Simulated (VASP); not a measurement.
Wanted: the native input for a VASP 6.6.1 run.

* Task: single point
* Functional: PBE
* Potentials or basis: VASP PAW PBE potentials, release 64 (Au)
* Cutoff: 500 eV
* k mesh: 18 × 18 × 10
* Occupations: gaussian, width 0.15 eV
* Spin: no spin polarisation
* Dipole correction: no
* Further INCAR settings: ALGO = Normal; EDIFF = 1e-06; NBANDS = 18

The structure of Au lies in POSCAR:

```
Au
1.0
    2.9169619367      0.0000000000      0.0000000000
   -1.4584809683      2.5261631390      0.0000000000
    0.0000000000      0.0000000000      4.8900308251
Au
2
Direct
    0.2915703932      0.5831407864      0.7500000000
    0.7084296068      0.4168592136      0.2500000000
```

This cell differs from its parent crystal: atoms displaced along a vibrational mode.

These files were run (other wordings do the same):

INCAR

```
PREC = Accurate ; ENCUT = 500
EDIFF = 1E-6 ; ISMEAR = 0
SIGMA = 0.15 ; LREAL = F
LASPH = T ; NELM = 120
ALGO = Normal ; ISIF = 2
LWAVE = F ; LCHARG = F
GGA = PE ; NBANDS = 18
GGA_COMPAT = F
```

KPOINTS

```
Automatic mesh
0
Gamma
  18 18 10
```

Potentials or basis: VASP PAW PBE potentials, release 64 (Au).

Run with:

```sh
$ cat potpaw_PBE.64/Au/POTCAR > POTCAR
$ mpirun -np 1 vasp_std > vasp.out
```

It gave:

```yaml
Pressure: 0.5 GPa
Largest_force: 0.037 eV/Å
Band_gap_on_the_k_mesh: zero (bands 11 and 12 overlap by 6.19 eV)
```

Caveat: the cell differs from its parent crystal (atoms displaced along a vibrational mode); spin-orbit coupling is left out, which moves the levels of the heavy elements.

Run time: 76 s on 1 thread of Intel(R) Xeon(R) 6975P-C (Granite Rapids) (shared host), peak memory 0.37 GiB.
